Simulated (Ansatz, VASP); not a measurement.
**One calculation of Sb, two programs**

```xyz
5
Lattice="3.3338 0.0000 0.0000 0.0000 3.3338 0.0000 0.0000 0.0000 25.4295" Properties=species:S:1:pos:R:3 pbc="T T T"
Sb    0.0000    0.0000    8.0000
Sb    1.6669    1.6669   10.3574
Sb    0.0000    0.0000   12.7148
Sb    1.6669    1.6669   15.0721
Sb    0.0000    0.0000   17.4295
```

Alike in both runs: task single point; functional PBEsol; k mesh 11 × 11 × 1; occupations fermi-dirac, width 0.1 eV; no spin polarisation.

```csv
,VASP,Ansatz
version,VASP 6.6.1,Ansatz 0.2.0
potentials or method,"VASP PAW PBE potentials, release 64 (Sb)","PAW with Ansatz's default frozen-core files, scalar-relativistic"
plane-wave cutoff (eV),520,420
valence electrons in the cell,25,75
```

```csv
,VASP,Ansatz,Ansatz less VASP
rms of the force components (eV/Å),0.164,0.164,-0.0004
```

VASP's potentials were made for PBE, not for PBEsol. Atom by atom the forces differ by 0.000 eV/Å (rms over components). VASP's potentials hold 25 valence electrons a cell and Ansatz's 75, so a difference there can come from the potentials and not from the codes.

Spin-orbit coupling is off throughout.
